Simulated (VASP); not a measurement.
Runs of VASP 6.6.1 on AlN. The structure is that of space group P6_3/mmc (No. 194), or close to it. The cells are those of the table. 

```csv
task,level,potentials or basis,cell,k mesh,cutoff (eV),smearing,grid for exact exchange (PRECFOCK),screening parameter,gap on the mesh (eV),pressure (GPa),relaxed volume (Å³/atom)
single point,PBE,"VASP PAW PBE potentials, release 64 (Al, N)","a = 2.833, b = 2.833, c = 4.841 Å, angles 90.0, 90.0, 120.0°, 4 atoms",6 × 6 × 4,520,gaussian 0.01 eV,-,-,5.00,6.0,-
single point,PBE,"VASP PAW PBE potentials, release 64 (Al, N)","a = 2.856, b = 2.856, c = 4.883 Å, angles 90.0, 90.0, 120.0°, 4 atoms",12 × 12 × 6,520,fermi-dirac 0.02 eV,-,-,(a),-0.3,-
dielectric tensor,PBE,"VASP PAW PBE potentials, release 64 (Al, N)","a = 2.833, b = 2.833, c = 4.841 Å, angles 90.0, 90.0, 120.0°, 4 atoms",9 × 9 × 4,520,gaussian 0.01 eV,-,-,(b),-,-
single point,LDA,"VASP PAW LDA potentials, release 64 (Al, N)","a = 2.833, b = 2.833, c = 4.841 Å, angles 90.0, 90.0, 120.0°, 4 atoms",12 × 12 × 6,520,gaussian 0.01 eV,-,-,4.82,-4.7,-
single point,HSE06,"VASP PAW PBE potentials, release 64 (Al, N)","a = 2.825, b = 2.825, c = 4.835 Å, angles 90.0, 90.0, 120.0°, 4 atoms",6 × 6 × 4,520,fermi-dirac 0.02 eV,Normal,0.2079 1/Å,6.40,0.0,-
relaxation of cell and atoms,PBEsol,"VASP PAW PBE potentials, release 64 (Al, N)","relaxed from a = 2.856, b = 2.856, c = 4.883 Å, angles 90.0, 90.0, 120.0°, 4 atoms",12 × 12 × 6,600,fermi-dirac 0.02 eV,-,-,4.77,-0.1,8.45
single point,r2SCAN,"VASP PAW PBE potentials, release 64 (Al, N)","a = 2.833, b = 2.833, c = 4.841 Å, angles 90.0, 90.0, 120.0°, 4 atoms",12 × 12 × 6,520,gaussian 0.01 eV,-,-,5.69,-0.8,-
single point,PBE,"VASP PAW PBE potentials, release 64 (Al, N)","a = 2.833, b = 2.833, c = 4.841 Å, angles 90.0, 90.0, 120.0°, 4 atoms",12 × 12 × 6,520,fermi-dirac 0.02 eV,-,-,4.91,6.0,-
single point,PBEsol,"VASP PAW PBE potentials, release 64 (Al, N)","a = 2.836, b = 2.836, c = 4.856 Å, angles 90.0, 90.0, 120.0°, 4 atoms",12 × 12 × 6,520,fermi-dirac 0.02 eV,-,-,4.77,-0.1,-
single point,r2SCAN,"VASP PAW PBE potentials, release 64 (Al, N)","a = 2.833, b = 2.833, c = 4.841 Å, angles 90.0, 90.0, 120.0°, 4 atoms",12 × 12 × 6,520,fermi-dirac 0.02 eV,-,-,5.69,-0.8,-
relaxation of cell and atoms,PBE,"VASP PAW PBE potentials, release 64 (Al, N)","relaxed from a = 2.703, b = 2.703, c = 4.405 Å, angles 90.0, 90.0, 120.0°, 4 atoms",12 × 12 × 6,600,fermi-dirac 0.02 eV,-,-,4.74,0.0,8.61
```

Alike in all rows: no spin polarisation.

Fill in the values left out.

(a) 4.73; (b) 5.09.

Caveats: some runs use coarse meshes; the PAW data sets were made with another functional, which shifts forces and pressure a little (some runs); the volume moved by over 15 % at a fixed basis, so the end points are rough (some runs).

A k mesh can miss the band edges.
